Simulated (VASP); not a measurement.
Input of a VASP 6.6.1 run:

The input INCAR:

```
  PREC = Accurate
  ENCUT = 520
  EDIFF = 1E-7
  ISMEAR = -1
  SIGMA = 0.1
  LREAL = False
  LASPH = True
  NELM = 80
  ALGO = Normal
  ISIF = 2
  LWAVE = False
  LCHARG = False
  GGA = B5
  ALDAX = 1.0
  AGGAX = 1.0
  AGGAC = 1.0
  ALDAC = 0.0
  NBANDS = 13
```

Contents of KPOINTS:

```
regular mesh
0
Gamma
  13 13 13
```

File POSCAR:

```
Sn
1.0
   -2.0456883420      2.0456883420      2.0456883420
    2.0456883420     -2.0456883420      2.0456883420
    2.0456883420      2.0456883420     -2.0456883420
Sn
1
Direct
    0.0000000000      0.0000000000      0.0000000000
```

Potentials or basis: VASP PAW PBE potentials, release 64 (Sn_d).

Run with:

```sh
$ cat potpaw_PBE.64/Sn_d/POTCAR > POTCAR
$ mpirun -np 1 vasp_std > vasp.out
```

**Question.** Estimate the pressure.

**Answer.** -3.0 GPa.

**Question.** Estimate the band gap on the k mesh.

**Answer.** Zero (bands 7 and 8 overlap by 7.40 eV).

Caveat: the cell stands under tension; the PAW data sets were made with another functional, which shifts forces and pressure a little; spin-orbit coupling is left out, which moves the levels of the heavy elements.
